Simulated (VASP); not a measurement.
# Li (P3_121) in VASP: notebook

Li is run at these levels: PBEsol; tasks: single point, relaxation of cell and atoms.

Everything below comes from runs of VASP 6.6.1. Logs are shortened: lines on timing, memory, paths and dates and some standing lists are left out, and cuts for length are marked.

### 1 The cell of the first run

It takes space group P3_121 (No. 152, trigonal). The conventional cell has a = 3.988 Å, b = 3.988 Å, c = 4.525 Å, α = 90.00°, β = 90.00°, γ = 120.00°. Within 2.9 Å of Li (site symmetry 2) lie 2 Li at 2.17 Å.

### 2 Single point, PBEsol

INCAR

```
SYSTEM = Li
PREC = Accurate
ENCUT = 520
EDIFF = 1E-6
ISMEAR = 0
SIGMA = 0.1
LREAL = .False.
LASPH = .True.
NELM = 80
ALGO = Normal
ISIF = 2
LWAVE = .False.
LCHARG = .True.
GGA = PS
LELF = .True.
LVHAR = .True.
NBANDS = 12
```

KPOINTS

```
Automatic mesh
0
Gamma
  6 6 4
  0 0 0
```

POSCAR

```
Li
1.0
    3.9880970947      0.0000000000      0.0000000000
   -1.9940485474      3.4537933968      0.0000000000
    0.0000000000      0.0000000000      4.5246296550
Li
3
Direct
    0.2254000000      0.0000000000      0.3333333333
    0.0000000000      0.2254000000      0.6666666667
    0.7746000000      0.7746000000      0.0000000000
```

Potentials or basis: VASP PAW PBE potentials, release 64 (Li_sv).

Command:

```bash
> cat potpaw_PBE.64/Li_sv/POTCAR > POTCAR
> mpirun -np 1 vasp_std > vasp.out
```

OUTCAR:

```text
SYSTEM = Li
   PREC = Accurate
   ENCUT = 520
   EDIFF = 1E-6
   ISMEAR = 0
   LREAL = .False.
   LASPH = .True.
   NELM = 80
   ISIF = 2
   GGA = PS

 ion  position               nearest neighbor table
   1  0.225  0.000  0.333-   3 2.17   2 2.17
   2  0.000  0.225  0.667-   3 2.17   1 2.17
   3  0.775  0.775  0.000-   1 2.17   2 2.17

  LATTYP: Found a hexagonal cell.
 ALAT       =     3.9880970947
 C/A-ratio  =     1.1345334749

  Lattice vectors:

 A1 = (   3.9880970947,   0.0000000000,   0.0000000000)
 A2 = (  -1.9940485474,   3.4537933968,   0.0000000000)
 A3 = (   0.0000000000,   0.0000000000,   4.5246296550)

Analysis of symmetry for initial positions (statically):
=====================================================================
 Subroutine PRICEL returns:
 Original cell was already a primitive cell.

 Routine SETGRP: Setting up the symmetry group for a
 hexagonal supercell.

 Subroutine GETGRP returns: Found  6 space group operations
 (whereof  2 operations were pure point group operations)
 out of a pool of 24 trial point group operations.

The static configuration has the point symmetry C_2 .
 The point group associated with its full space group is D_3 .

Analysis of symmetry for dynamics (positions and initial velocities):
=====================================================================
 Subroutine PRICEL returns:
 Original cell was already a primitive cell.

 Routine SETGRP: Setting up the symmetry group for a
 hexagonal supercell.

 Subroutine GETGRP returns: Found  6 space group operations
 (whereof  2 operations were pure point group operations)
 out of a pool of 24 trial point group operations.

The dynamic configuration has the point symmetry C_2 .
 The point group associated with its full space group is D_3 .

 Subroutine INISYM returns: Found  6 space group operations
 (whereof  2 operations are pure point group operations),
 and found     1 'primitive' translations

----------------------------------------------------------------------------------------

                                     Primitive cell

  volume of cell :      62.3225

  direct lattice vectors                    reciprocal lattice vectors
     3.988097095  0.000000000  0.000000000     0.250746152  0.144768358  0.000000000
    -1.994048547  3.453793397  0.000000000     0.000000000  0.289536717  0.000000000
     0.000000000  0.000000000  4.524629655     0.000000000  0.000000000  0.221012564

  length of vectors
     3.988097095  3.988097095  4.524629655     0.289536717  0.289536717  0.221012564

  position of ions in fractional coordinates (direct lattice)
     0.225400000  0.000000000  0.333333333
     0.000000000  0.225400000  0.666666667
     0.774600000  0.774600000  0.000000000

  ion indices of the primitive-cell ions
   primitive index   ion index
                 1           1
                 2           2
                 3           3

----------------------------------------------------------------------------------------

 KPOINTS: Automatic mesh

Automatic generation of k-mesh.
 Grid dimensions read from file:
 generate k-points for:    6    6    4

 Generating k-lattice:

  Cartesian coordinates                     Fractional coordinates (reciprocal lattice)
     0.041791025  0.024128060  0.000000000     0.166666667  0.000000000  0.000000000
     0.000000000  0.048256119  0.000000000     0.000000000  0.166666667  0.000000000
     0.000000000  0.000000000  0.055253141     0.000000000  0.000000000  0.250000000

  Length of vectors
     0.048256119  0.048256119  0.055253141

  Shift w.r.t. Gamma in fractional coordinates (k-lattice)
     0.000000000  0.000000000  0.000000000

 Subroutine IBZKPT returns following result:
 ===========================================

 Found     24 irreducible k-points:

 Following reciprocal coordinates:
            Coordinates               Weight
  0.000000  0.000000  0.000000      1.000000
  0.166667  0.000000  0.000000      6.000000
  0.333333  0.000000  0.000000      6.000000
  0.500000  0.000000  0.000000      3.000000
  0.166667  0.166667  0.000000      6.000000
  0.333333  0.166667  0.000000     12.000000
[... 16 lines left out ...]
  0.333333  0.166667  0.500000     12.000000
  0.333333  0.333333  0.500000      2.000000
   k-points           NKPTS =     24   k-points in BZ     NKDIM =     24   number of bands    NBANDS=     12
   number of dos      NEDOS =    301   number of ions     NIONS =      3
   total plane-waves  NPLWV =  32400
   dimension x,y,z NGX =    30 NGY =   30 NGZ =   36
   dimension x,y,z NGXF=    60 NGYF=   60 NGZF=   72
   ions per type =               3
   NGX,Y,Z   is equivalent  to a cutoff of  12.51, 12.51, 13.23 a.u.
   NGXF,Y,Z  is equivalent  to a cutoff of  25.01, 25.01, 26.45 a.u.
 SYSTEM =  Li
   PREC   = accura    normal or accurate (medium, high low for compatibility)
   ISTART =      0    job   : 0-new  1-cont  2-samecut
   ICHARG =      2    charge: 1-file 2-atom 10-const
   ISPIN  =      1    spin polarized calculation?
   LNONCOLLINEAR =      F non collinear calculations
   LSORBIT =      F    spin-orbit coupling
   LASPH  =      T    aspherical Exc in radial PAW
   ENCUT  =  520.0 eV  38.22 Ry    6.18 a.u.   7.42  7.42  8.41*2*pi/ulx,y,z
   NELM   =     80;   NELMIN=  2; NELMDL= -5     # of ELM steps
   EDIFF  = 0.1E-05   stopping-criterion for ELM
   LREAL  =      F    real-space projection
   EDIFFG = 0.1E-04   stopping-criterion for IOM
   NSW    =      0    number of steps for IOM
   IBRION =     -1    ionic relax: 0-MD 1-quasi-New 2-CG
   NFREE  =      0    steps in history (QN), initial steepest desc. (CG)
   ISIF   =      2    stress and relaxation
   ISYM   =      2    0-nonsym 1-usesym 2-fastsym
   POTIM  = 0.5000    time-step for ionic-motion
   TEBEG  =    0.0;   TEEND  =   0.0 temperature during run
   PSTRESS=    0.0 pullay stress
   NELECT =       9.0000    total number of electrons
   NUPDOWN=      -1.0000    fix difference up-down
   EMIN   =  10.00;   EMAX   =-10.00  energy-range for DOS
   EFERMI =   0.00;   METHOD = LEGACY
   ISMEAR =     0;   SIGMA  =   0.10  broadening in eV -4-tet -1-fermi 0-gaus
   EFERMI_NEDOS =   21; number of points for ismear=-14 and -15
   IALGO  =     38    algorithm
   IMIX   =      4    mixing-type and parameters
     AMIX     =   0.40;   BMIX     =  1.00
     AMIX_MAG =   1.60;   BMIX_MAG =  1.00
  volume/ion in A,a.u.               =      20.77       140.19
  Fermi-wavevector in a.u.,A,eV,Ry     =   0.858896  1.623078 10.037052  0.737703
  Thomas-Fermi vector in A             =   1.976170
   LORBIT       =      0    0 simple, 1 ext, 2 COOP (PROOUT), +10 PAW based schemes
   GGA     = PS    functional components
   LHFCALC =     F    Hartree Fock is set to
   AEXX    =    0.0000 exact exchange contribution
   IVDW    =     0    specifies the selected vdW correction
   LEPSILON=     F    determine dielectric tensor
   LRPA    =     F    only Hartree local field effects (RPA)
 non-spin polarized calculation
 Gauss-broadening in eV      SIGMA  =   0.10
  energy-cutoff  :      520.00
  volume of cell :       62.32
 maximum number of plane-waves:      1696
 NGX is ok and might be reduce to    30
   NGX = 15   NGY = 15   NGZ = 17

 number of electron       9.0000008 magnetization

 Free energy of the ion-electron system (eV)
  ---------------------------------------------------
  ext. energy  EPLUGINS =         0.00000000
  ---------------------------------------------------
  free energy    TOTEN  =        -4.53798128 eV

  energy without entropy =       -4.52257888  energy(sigma->0) =       -4.53028008

 E-fermi :   0.5183     XC(G=0):  -6.9368

 val. band max:        0.5022548212   @ k =   0.3333   0.3333   0.0000
 cond. band min:       0.5373509545   @ k =   0.3333   0.3333   0.2500
 fundamental gap:      0.0350961333
 Fermi energy:         0.5183335016

 k-point     1 :       0.0000    0.0000    0.0000
  band No.  band energies     occupation
      1     -46.1688      2.00000
      2     -46.0282      2.00000
      3     -46.0282      2.00000
      4      -2.8851      2.00000
      5       2.6595      0.00000
      6       2.6595      0.00000
      7       5.3837      0.00000
      8       6.2732      0.00000
      9       6.2732      0.00000
     10       8.0879      0.00000
     11       8.8448      0.00000
     12       8.8448      0.00000

 k-point     2 :       0.1667    0.0000    0.0000
  band No.  band energies     occupation
      1     -46.1673      2.00000
      2     -46.0293      2.00000
      3     -46.0285      2.00000
      4      -2.6276      2.00000
      5       2.6618      0.00000
      6       2.8513      0.00000
      7       4.0920      0.00000
      8       4.9544      0.00000
      9       6.6567      0.00000
     10       8.4475      0.00000
     11       9.0280      0.00000
     12       9.4366      0.00000

 k-point     3 :       0.3333    0.0000    0.0000
  band No.  band energies     occupation
      1     -46.1640      2.00000
      2     -46.0313      2.00000
      3     -46.0291      2.00000
      4      -1.8518      2.00000
      5       1.2745      0.00000
      6       3.4091      0.00000
      7       3.8986      0.00000
      8       3.9833      0.00000
      9       5.9720      0.00000
     10       7.3096      0.00000
     11       8.5673      0.00000
     12       9.8738      0.00000
[... 286 lines left out ...]
 k-point    23 :       0.3333    0.1667    0.5000
  band No.  band energies     occupation
      1     -46.1186      2.00000
      2     -46.1168      2.00000
      3     -45.9886      2.00000
      4      -0.0821      2.00000
      5       0.1661      2.00000
      6       1.8440      0.00000
      7       2.7608      0.00000
      8       3.9978      0.00000
      9       4.1138      0.00000
     10       9.0530      0.00000
     11       9.3255      0.00000
     12      11.3917      0.00000

 k-point    24 :       0.3333    0.3333    0.5000
  band No.  band energies     occupation
      1     -46.1172      2.00000
      2     -46.1172      2.00000
      3     -45.9892      2.00000
      4       0.6835      0.01948
      5       0.6835      0.01948
      6       1.1110      0.00000
      7       2.5771      0.00000
      8       3.1685      0.00000
      9       3.1685      0.00000
     10      10.1799      0.00000
     11      11.4346      0.00000
     12      11.4346      0.00000

------------------------ aborting loop because EDIFF is reached ----------------------------------------

  FORCE on cell =-STRESS in cart. coord.  units (eV):
  Direction    XX          YY          ZZ          XY          YZ          ZX
  --------------------------------------------------------------------------------------
  -------------------------------------------------------------------------------------
  Total       -0.1776866     -0.1776866      2.0590394      0.0000000      0.0000000     -0.0000000
  in kB       -4.5679372     -4.5679372     52.9334397      0.0000000      0.0000000     -0.0000000
  external PRESSURE =      14.5991884 kB  Pullay stress =       0.0000000 kB

 VOLUME and BASIS-vectors are now :
 -----------------------------------------------------------------------------
  energy-cutoff  :      520.00
  volume of cell :       62.32
      direct lattice vectors                 reciprocal lattice vectors
     3.988097095  0.000000000  0.000000000     0.250746152  0.144768358  0.000000000
    -1.994048547  3.453793397  0.000000000     0.000000000  0.289536717  0.000000000
     0.000000000  0.000000000  4.524629655     0.000000000  0.000000000  0.221012564

 POSITION                                       TOTAL-FORCE (eV/Angst)
 -----------------------------------------------------------------------------------
      0.89892      0.00000      1.50821         1.631295      0.000000     -0.000000
     -0.44946      0.77849      3.01642        -0.815647      1.412743      0.000000
      1.54459      2.67531      0.00000        -0.815647     -1.412743     -0.000000
 -----------------------------------------------------------------------------------
    total drift:                                0.000000      0.000001     -0.000000

  FREE ENERGIE OF THE ION-ELECTRON SYSTEM (eV)
  ---------------------------------------------------
  free  energy   TOTEN  =        -4.5379812772 eV

  energy  without entropy=       -4.5225788820  energy(sigma->0) =       -4.53028008
```

Wall time 15 s (1 thread of Intel Xeon Platinum 8259CL at 2.50GHz (Skylake/Cascade Lake), shared host); peak memory 0.17 GiB.

Results:

```
Free energy   : -4.5380 eV
Largest force : 1.631 eV/Å
```

Forces in eV/Å, atoms in the order of the input:
```
Li   1.631  0.000  0.000
Li  -0.816  1.413  0.000
Li  -0.816 -1.413  0.000
```

Caveat: the cutoff is under 1.25 times the usual one of these potentials, so pressure, stress and relaxed cells hold a basis-set (Pulay) error; the PAW data sets were made with another functional, which shifts forces and pressure a little.

### 3 Relaxation of cell and atoms, PBEsol

INCAR

```
PREC = Accurate
ENCUT = 600
EDIFF = 1E-6
ISMEAR = 0
SIGMA = 0.1
LREAL = F
LASPH = T
NELM = 60
ALGO = Fast
ISIF = 3
LWAVE = F
LCHARG = F
GGA = PS
IBRION = 2
NSW = 90
EDIFFG = -0.04
```

KPOINTS

```
Automatic mesh
0
Gamma
  6 6 4
```

POSCAR is that of step 2.

Potentials or basis: VASP PAW PBE potentials, release 64 (Li_sv).

Command:

```bash
> cat potpaw_PBE.64/Li_sv/POTCAR > POTCAR
> mpirun -np 1 vasp_std > vasp.out
```

Wall time 6 min (1 thread of Intel Xeon Platinum 8259CL at 2.50GHz (Skylake/Cascade Lake), shared host); peak memory 0.19 GiB.

It converged, with:

| Property | Result |
| --- | --- |
| Free energy | -5.6879 eV |
| Relaxed volume | 18.69 Å³/atom |
| Relaxed cell | a = 3.327 Å, b = 3.327 Å, c = 5.851 Å, α = 90.00°, β = 90.00°, γ = 120.00° |
| Space group after relaxing (to 0.05 Å) | P3_121 (No. 152) |
| Energy gained by relaxing | 382.7 meV/atom |
| Ionic steps | 12 |
| Pressure after relaxing | 0.2 GPa |
| Largest force after relaxing | 0.029 eV/Å |

Forces in eV/Å, atoms in the order of the input:
```
Li  -0.029  0.000  0.000
Li   0.015 -0.025  0.000
Li   0.015  0.025  0.000
```

Stress tensor (GPa, compression positive):
```
0.10 0.00 0.00
0.00 0.10 0.00
0.00 0.00 0.29
```

The path:
| step | energy change (eV) | largest force (eV/Å) | pressure (GPa) | volume (Å³) |
| --- | --- | --- | --- | --- |
| 1 | 0.0000 | 1.6304 | 1.44 | 62.32 |
| 2 | -0.3822 | 1.1747 | 0.46 | 64.00 |
| 3 | -0.8522 | 0.3980 | -0.98 | 67.82 |
| 4 | -0.8860 | 0.1799 | -2.39 | 75.10 |
| 5 | -0.9479 | 0.1038 | -1.96 | 72.71 |
| 6 | -0.9586 | 0.0171 | -1.67 | 71.00 |
| 7 | -1.0219 | 0.0001 | -1.20 | 66.56 |
| 8 | -1.0901 | 0.0309 | 0.00 | 59.67 |
| 9 | -1.0006 | 0.0750 | 4.75 | 47.00 |
| 10 | -1.1015 | 0.0397 | 0.80 | 56.57 |
| 11 | -1.1345 | 0.0347 | 0.58 | 56.45 |
| 12 | -1.1481 | 0.0293 | 0.16 | 56.08 |

Final structure:
```xyz
3
Lattice="3.3268 0.0000 0.0000 -1.6634 2.8811 0.0000 0.0000 0.0000 5.8513" Properties=species:S:1:pos:R:3 pbc="T T T"
Li    1.1327    0.0000    1.9504
Li    2.7605    0.9810    3.9008
Li    1.0970    1.9001    0.0000
```

Levels at points of the mesh, in eV from the Fermi level:
| k point | band 2 | band 3 | band 4 | band 5 | band 6 | band 7 | band 8 |
| --- | --- | --- | --- | --- | --- | --- | --- |
| (0.00, 0.00, 0.00) | -45.86 | -45.86 | -3.56 | -0.31 | -0.31 | 9.92 | 10.02 |
| (0.50, 0.00, 0.00) | -45.87 | -45.86 | -0.37 | -0.32 | 1.94 | 3.95 | 5.95 |
| (0.00, 0.00, 0.50) | -45.89 | -45.84 | -2.77 | -2.77 | 2.65 | 9.87 | 9.87 |
| (0.50, 0.00, 0.50) | -45.86 | -45.86 | -0.54 | 0.57 | 0.64 | 2.62 | 7.00 |

Caveat: the cutoff is under 1.25 times the usual one of these potentials, so pressure, stress and relaxed cells hold a basis-set (Pulay) error; the PAW data sets were made with another functional, which shifts forces and pressure a little.
